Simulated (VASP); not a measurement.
Write the native input for VASP 6.6.1 that does the following.

| Item | Value |
| --- | --- |
| Task | relaxation of cell and atoms |
| Functional | PBE |
| Potentials or basis | VASP PAW PBE potentials, release 64 (K_sv, Tm_3, I), 4f in core |
| Cutoff | 500 eV |
| k mesh | 4 × 2 × 1 |
| Occupations | gaussian, width 0.1 eV |
| Spin | no spin polarisation |
| Dipole correction | no |
| Mended | yes |
| Further INCAR settings | ALGO = Normal; EDIFF = 1e-07; IBRION = 2; EDIFFG = -0.025; NSW = 80; ISIF = 3 |

The structure of KTmI4 lies in POSCAR:

```
KTmI4
1.0
    0.0664575464      4.5327131911      0.0494399816
   -0.3212867519      0.0845193671      8.5468961683
   14.6493693533      0.2188901176     -0.0275384438
K Tm I
2 2 8
Direct
    0.5050516625      0.5007699088      0.2521681494
    0.5043209418      0.4991705460      0.7475835596
   -0.0141730337     -0.0020037103      0.0015828078
    0.9912570054      0.0017008833      0.5007937224
    0.4842163371      0.8823504911      0.1051054015
    0.5078419163      0.8761913026      0.6154590674
    0.5178335555      0.1168451704      0.3867140892
    0.4997131096      0.1348713556      0.8914020998
    0.0240788614      0.6817901184      0.3972609318
   -0.0063054234      0.6856317058      0.8932408752
   -0.0182645482      0.3168833832      0.1023806395
    0.0044296156      0.3057988451      0.6063086566
```

The input as run:

INCAR

```
ALGO = Normal
EDIFF = 1E-7
EDIFFG = -0.025
ENCUT = 500
GGA = PE
GGA_COMPAT = False
IBRION = 2
ISIF = 3
ISMEAR = 0
LASPH = True
LCHARG = False
LMAXMIX = 6
LREAL = False
LWAVE = False
NELM = 200
NELMIN = 4
NSW = 80
PREC = Accurate
SIGMA = 0.1
```

KPOINTS

```
k-points
0
Gamma
  4 2 1
```

Potentials or basis: VASP PAW PBE potentials, release 64 (K_sv, Tm_3, I), 4f in core.

Run with:

```sh
$ cat potpaw_PBE.64/K_sv/POTCAR potpaw_PBE.64/Tm_3/POTCAR potpaw_PBE.64/I/POTCAR > POTCAR
$ mpirun -np 1 vasp_std > vasp.out
```

Results of the run:

```json
{"Relaxed volume": "47.42 Å³/atom", "Relaxed cell": "a = 4.551 Å, b = 8.264 Å, c = 15.159 Å, α = 93.48°, β = 89.59°, γ = 90.14°", "Space group after relaxing (to 0.1 Å)": "P-1 (No. 2)", "Energy gained by relaxing": "24.0 meV/atom", "Ionic steps": "12", "Pressure after relaxing": "0.0 GPa", "Largest force after relaxing": "0.025 eV/Å", "Band gap on the k mesh": "2.57 eV"}
```

Caveat: the k points lie up to 0.42 Å⁻¹ apart in the final cell; spin-orbit coupling is left out, which moves the levels of the heavy elements; an odd mesh through Γ misses points on the zone boundary, where band edges can lie; the 4f electrons are frozen in the core, so they carry no moment and show no levels.

Wall time 38 min on 1 thread of Intel(R) Xeon(R) Platinum 8488C (Sapphire Rapids) (shared host), peak memory 0.68 GiB.
